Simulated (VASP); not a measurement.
# Cu (P6/mmm) in VASP: further runs, part 2 of 2

VASP 6.6.1. Earlier steps stand in the parts before.

## Step 6: Relaxation of cell and atoms, PBE, target pressure 120 GPa, at which the enthalpy is minimised

This run uses another cell than the first one, of 8.55 Å³/atom, 0.969 times its volume.

Contents of INCAR:

```
SYSTEM = Cu
PREC = Accurate ; ENCUT = 600
EDIFF = 1E-6 ; ISMEAR = -1
SIGMA = 0.05 ; LREAL = .FALSE.
LASPH = .TRUE. ; NELM = 60
ALGO = Normal ; ISIF = 3
LWAVE = .FALSE. ; LCHARG = .FALSE.
GGA = PE ; IBRION = 2
NSW = 60 ; EDIFFG = -0.005
PSTRESS = 1200.0
```

Contents of KPOINTS:

```
Automatic mesh
0
G
  20 20 18
  0 0 0
```

Contents of POSCAR:

```
Cu
1.0
    2.1901816991      0.0000000000      0.0000000000
   -1.0950908495      1.8967529903      0.0000000000
    0.0000000000      0.0000000000      2.0587707971
Cu
1
Direct
    0.0000000000      0.0000000000      0.0000000000
```

Potentials or basis: VASP PAW PBE potentials, release 64 (Cu).

Started as:

```bash
$ cat potpaw_PBE.64/Cu/POTCAR > POTCAR
$ mpirun -np 1 vasp_std > vasp.out
```

OUTCAR:

```text
SYSTEM = Cu
   PREC = Accurate
   ENCUT = 600
   EDIFF = 1E-6
   ISMEAR = -1
   LREAL = .FALSE.
   LASPH = .TRUE.
   NELM = 60
   ISIF = 3
   GGA = PE
   IBRION = 2
   NSW = 60
   EDIFFG = -0.005
   PSTRESS = 1200.0

 ion  position               nearest neighbor table
   1  0.000  0.000  0.000-

  LATTYP: Found a hexagonal cell.
 ALAT       =     2.1901816991
 C/A-ratio  =     0.9400000000

  Lattice vectors:

 A1 = (   2.1901816991,   0.0000000000,   0.0000000000)
 A2 = (  -1.0950908495,   1.8967529903,   0.0000000000)
 A3 = (   0.0000000000,   0.0000000000,   2.0587707971)

Analysis of symmetry for initial positions (statically):
=====================================================================
 Subroutine PRICEL returns:
 Original cell was already a primitive cell.

 Routine SETGRP: Setting up the symmetry group for a
 hexagonal supercell.

 Subroutine GETGRP returns: Found 24 space group operations
 (whereof 24 operations were pure point group operations)
 out of a pool of 24 trial point group operations.

The static configuration has the point symmetry D_6h.

Analysis of symmetry for dynamics (positions and initial velocities):
=====================================================================
[... 162 lines left out ...]
  Direction    XX          YY          ZZ          XY          YZ          ZX
  --------------------------------------------------------------------------------------
  -------------------------------------------------------------------------------------
  Total        7.0343955      7.0343955      8.4379648      0.0000000     -0.0000000     -0.0000000
  in kB     1317.7664375   1317.7664375   1580.6996983      0.0000000     -0.0000000     -0.0000000
  external PRESSURE =     205.4108578 kB  Pullay stress =    1200.0000000 kB
[... 24 lines left out ...]
--------------------------------------- Ionic step        2  -------------------------------------------

 number of electron      11.0000013 magnetization

 E-fermi :   9.8981     XC(G=0): -13.6807

 val. band max:        9.8967521354   @ k =   0.3000   0.0000   0.3889
 cond. band min:      10.0019217742   @ k =   0.1500   0.0500   0.5000
 fundamental gap:      0.1051696388
 Fermi energy:         9.8981392715

 k-point     1 :       0.0000    0.0000    0.0000
  band No.  band energies     occupation
      1      -0.7701      2.00000
      2       4.4670      2.00000
      3       6.1888      2.00000
      4       6.1888      2.00000
      5       8.1832      2.00000
      6       8.1832      2.00000
      7      28.0994      0.00000
      8      33.7586      0.00000
      9      35.0293      0.00000
[... 423 lines left out ...]
--------------------------------------- Ionic step        6  -------------------------------------------

 number of electron      10.9999996 magnetization

 Free energy of the ion-electron system (eV)
  ---------------------------------------------------
  ext. energy  EPLUGINS =         0.00000000
  ---------------------------------------------------
  free energy    TOTEN  =        -2.39191984 eV

  energy without entropy =       -2.39065664  energy(sigma->0) =       -2.39128824

 E-fermi :  11.8242     XC(G=0): -14.4492

 val. band max:       11.8067080842   @ k =   0.1000   0.1000   0.5000
 cond. band min:      11.8507270566   @ k =   0.3500   0.1500   0.0000
 fundamental gap:      0.0440189724
 Fermi energy:        11.8242053967

 k-point     1 :       0.0000    0.0000    0.0000
  band No.  band energies     occupation
      1       0.0944      2.00000
      2       5.5297      2.00000
      3       7.6549      2.00000
      4       7.6549      2.00000
      5      10.0693      2.00000
      6      10.0693      2.00000
      7      33.2310      0.00000
      8      37.1463      0.00000
      9      39.0853      0.00000
[... 308 lines left out ...]
  energy  without entropy=       -2.3906566367  energy(sigma->0) =       -2.39128824

  enthalpy is  TOTEN    =         4.2247891723 eV   P V=        6.6167090138

 reached required accuracy - stopping structural energy minimisation
```

Wall time 1.7 min (1 thread of AMD EPYC 7R43 (Zen 3), shared host); peak memory 0.13 GiB.

Results:

```yaml
Free_energy: -2.3919 eV
Relaxed_volume: 8.83 Å³/atom
Relaxed_cell: a = 2.199 Å, b = 2.199 Å, c = 2.110 Å, α = 90.00°, β = 90.00°, γ = 120.00°
Space_group_after_relaxing_to_0.05_Å: P6/mmm (No. 191)
Energy_change_on_relaxing_the_enthalpy_is_what_falls: -237.8 meV/atom
Ionic_steps: 6
Pressure_after_relaxing: 120.0 GPa
```

The path:
```
step  energy change (eV)  largest force (eV/Å)  pressure (GPa)  volume (Å³)
   1              0.0000                0.0000          140.54         8.55
   2             -0.8352                0.0000           62.76         9.97
   3             -0.2760                0.0000          116.41         8.89
   4             -0.2581                0.0000          118.07         8.86
   5             -0.1922                0.0000          124.18         8.78
   6             -0.2378                0.0000          120.02         8.83
```

Final structure:
```xyz
1
Lattice="2.1988 0.0000 0.0000 -1.0994 1.9042 0.0000 0.0000 0.0000 2.1099" Properties=species:S:1:pos:R:3 pbc="T T T"
Cu    0.0000    0.0000    0.0000
```

Levels at points of the mesh, in eV from the Fermi level:
```tsv
k point	band 3	band 4	band 5	band 6	band 7	band 8	band 9
(0.00, 0.00, 0.00)	-4.17	-4.17	-1.75	-1.75	21.41	25.32	27.26
(0.50, 0.00, 0.00)	-3.23	-2.05	-1.99	-1.56	5.47	18.79	25.46
(0.00, 0.00, 0.50)	-3.81	-3.52	-3.04	-3.04	3.47	30.98	34.37
(0.50, 0.00, 0.50)	-3.67	-1.45	-0.95	5.91	6.59	13.31	15.63
```

Caveat: the cell is relaxed towards a set pressure, so the enthalpy falls and the energy may rise.

## Step 7: Relaxation of cell and atoms, PBE, target pressure 120 GPa, at which the enthalpy is minimised

Contents of INCAR:

```
SYSTEM = Cu
ALGO     = Normal         ! electronic algorithm
EDIFF    = 1E-7           ! SCF threshold, eV
EDIFFG   = -0.005         ! ionic threshold
ENCUT    = 600            ! plane-wave cutoff, eV
GGA      = PE             ! functional
IBRION   = 2              ! ionic algorithm
ISIF     = 3              ! what is computed and relaxed
ISMEAR   = -1             ! smearing method
LASPH    = .TRUE.         ! aspherical terms in the spheres
LCHARG   = .FALSE.        ! write CHGCAR
LREAL    = .FALSE.        ! projectors in reciprocal space
LWAVE    = .FALSE.        ! write WAVECAR
NELM     = 60             ! most SCF steps
NSW      = 32             ! ionic steps
PREC     = Accurate       ! precision mode
PSTRESS  = 1200.0       
SIGMA    = 0.05           ! smearing width, eV
```

Contents of KPOINTS:

```
k-points
0
G
  20 20 18
  0 0 0
```

Contents of POSCAR:

```
Cu
1.0
    2.1973715606      0.0000000000      0.0000000000
   -1.0986857803      1.9029795930      0.0000000000
    0.0000000000      0.0000000000      2.1097535996
Cu
1
Direct
    0.0000000000      0.0000000000      0.0000000000
```

Started as:

```bash
$ cat potpaw_PBE.64/Cu/POTCAR > POTCAR
$ mpirun -np 1 vasp_std > vasp.out
```

Wall time 1.8 min (1 thread of AMD EPYC 7R43 (Zen 3), shared host); peak memory 0.13 GiB.

It converged, with:

```
Free energy                                            : -2.3917 eV
Relaxed volume                                         : 8.83 Å³/atom
Relaxed cell                                           : a = 2.199 Å, b = 2.199 Å, c = 2.110 Å, α = 90.00°, β = 90.00°, γ = 120.00°
Space group after relaxing (to 0.05 Å)                 : P6/mmm (No. 191)
Energy change on relaxing (the enthalpy is what falls) : -8.9 meV/atom
Ionic steps                                            : 6
Pressure after relaxing                                : 120.0 GPa
```

The path:
```csv
step,energy change (eV),largest force (eV/Å),pressure (GPa),volume (Å³)
1,0.0000,0.0000,120.83,8.82
2,-0.0435,0.0000,116.83,8.88
3,-0.0092,0.0000,119.97,8.83
4,-0.0093,0.0000,119.95,8.83
5,-0.0080,0.0000,120.07,8.83
6,-0.0089,0.0000,120.01,8.83
```

Final structure:
```
Cu
1.0
     2.19879    0.00000    0.00000
    -1.09939    1.90421    0.00000
     0.00000    0.00000    2.10985
Cu
1
Cartesian
  -1.0994 1.9042 0.0000
```

Levels at points of the mesh, in eV from the Fermi level:
```
           k point  band 4  band 5  band 6  band 7  band 8  band 9
(0.00, 0.00, 0.00)   -4.17   -1.76   -1.76   21.41   25.32   27.26
(0.50, 0.00, 0.00)   -2.05   -1.99   -1.56    5.48   18.79   25.47
(0.00, 0.00, 0.50)   -3.52   -3.04   -3.04    3.47   30.98   34.37
(0.50, 0.00, 0.50)   -1.45   -0.95    5.91    6.59   13.31   15.64
```

Caveat: the cell is relaxed towards a set pressure, so the enthalpy falls and the energy may rise.

## Step 8: The runs side by side

| task | cell | k mesh | cutoff (eV) | gap on the mesh (eV) | pressure (GPa) |
| --- | --- | --- | --- | --- | --- |
| single point | a = 2.197, b = 2.197, c = 2.110 Å, angles 90.0, 90.0, 120.0°, 1 atom | 20 × 20 × 18 | 520 | none | 120.7 |
| single point | a = 2.198, b = 2.198, c = 2.110 Å, angles 90.0, 90.0, 120.0°, 1 atom | 20 × 20 × 18 | 520 | none | 120.5 |
| single point | a = 3.660, b = 3.660, c = 2.193 Å, angles 90.0, 90.0, 120.0°, 3 atoms | 10 × 10 × 14 | 520 | none | 120.6 |
| relaxation of cell and atoms | relaxed to 120 GPa from a = 2.190, b = 2.190, c = 2.059 Å, angles 90.0, 90.0, 120.0°, 1 atom | 20 × 20 × 18 | 600 | none | 120.0 |
| relaxation of cell and atoms | relaxed to 120 GPa from a = 2.197, b = 2.197, c = 2.110 Å, angles 90.0, 90.0, 120.0°, 1 atom | 20 × 20 × 18 | 600 | none | 120.0 |

Alike in all rows: level PBE; potentials or basis VASP PAW PBE potentials, release 64 (Cu); no spin polarisation; smearing fermi-dirac 0.05 eV.

Caveats: the cell is relaxed towards a set pressure, so the enthalpy falls and the energy may rise (some runs).

Absolute energies hang on the potentials; compare differences alone.
